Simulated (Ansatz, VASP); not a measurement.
## Hf4N: VASP beside Ansatz

```
CELL_PARAMETERS angstrom
4.51116 0.00000 0.00000
0.00000 4.51116 0.00000
0.00000 0.00000 4.51116
ATOMIC_POSITIONS crystal
Hf 0.00000 0.00000 0.00000
Hf 0.50000 0.50000 0.00000
Hf 0.50000 0.00000 0.50000
Hf 0.00000 0.50000 0.50000
N 0.50000 0.50000 0.50000
```

Change from the starting cell: species swapped into the Mn4N type (Pm-3m, No. 221).

Alike in both runs: functional PBE; k mesh 4 × 4 × 4; occupations gaussian, width 0.2 eV; no spin polarisation.

Ansatz relaxed the structure, and its values are those at the end. VASP's run is a single point on that final structure, the one shown.

|  | VASP | Ansatz |
| --- | --- | --- |
| version | VASP 6.6.1 | Ansatz 0.2.0 |
| potentials or method | VASP PAW PBE potentials, release 64 (Hf_pv, N), cutoff 520 eV | scalar-relativistic, plane waves, PAW |
| valence electrons in the cell | 45 | 109 |

|  | VASP | Ansatz | Ansatz less VASP |
| --- | --- | --- | --- |
| gap on the k mesh at the Fermi level (eV) | none | none | - |
| pressure (GPa) | -0.8 | 0.0 | +0.83 |

A gap of «none» marks a metal or a gap that the smearing closes. The functional is the same, so the differences come from potentials, cutoffs and numerics. VASP's potentials hold 45 valence electrons a cell and Ansatz's 109, so a difference there can come from the potentials and not from the codes.

Neither program's run includes spin-orbit coupling.
